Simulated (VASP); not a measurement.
Here is a VASP 6.6.1 calculation.

The input INCAR:

```
PREC     = Accurate       # precision mode
ENCUT    = 520            # plane-wave cutoff, eV
EDIFF    = 1E-6           # SCF threshold, eV
ISMEAR   = 0              # smearing method
SIGMA    = 0.05           # smearing width, eV
LREAL    = F              # projectors in reciprocal space
LASPH    = T              # aspherical terms in the spheres
NELM     = 80             # most SCF steps
ALGO     = Normal         # electronic algorithm
ISIF     = 2              # what is computed and relaxed
LWAVE    = F              # write WAVECAR
LCHARG   = F              # write CHGCAR
GGA      = PE             # functional
NBANDS   = 26             # bands
```

File KPOINTS:

```
Automatic mesh
0
Gamma
  6 6 6
```

Contents of POSCAR:

```
C
1.0
    3.5714750638      0.0000000000      0.0000000000
    0.0000000000     -3.5714750638      0.0000000000
    0.0000000000      0.0000000000     -3.5714750638
C
8
Direct
    0.4806012835      0.0193987165      0.0193987165
    0.0000000000      0.5000000000      0.0000000000
    0.0000000000      0.0000000000      0.5000000000
    0.5000000000      0.5000000000      0.5000000000
    0.7500000000      0.7500000000      0.7500000000
    0.2500000000      0.2500000000      0.7500000000
    0.2500000000      0.7500000000      0.2500000000
    0.7500000000      0.2500000000      0.2500000000
```

Potentials or basis: VASP PAW PBE potentials, release 64 (C).

Run with:

```sh
$ cat potpaw_PBE.64/C/POTCAR > POTCAR
$ mpirun -np 1 vasp_std > vasp.out
```

Estimate the pressure.

2.0 GPa.

Estimate the band gap on the k mesh.

3.38 eV.

Estimate the largest force.

4.569 eV/Å.

Forces on the atoms (eV/Å):
```
C    2.638  2.638  2.638
C   -0.467 -0.467  0.395
C   -0.467  0.395 -0.467
C    0.395 -0.467 -0.467
C   -0.648 -0.648 -0.648
C   -0.633 -0.633 -0.185
C   -0.633 -0.185 -0.633
C   -0.185 -0.633 -0.633
```

Caveat: the cell differs from its parent crystal (atom 1 (C) moved -0.120 Å towards its neighbour atom 5 (C) at 1.546 Å); forces of over 1 eV/Å act on the atoms, so gaps and moduli don't describe the material at rest. A k mesh can miss the band edges.
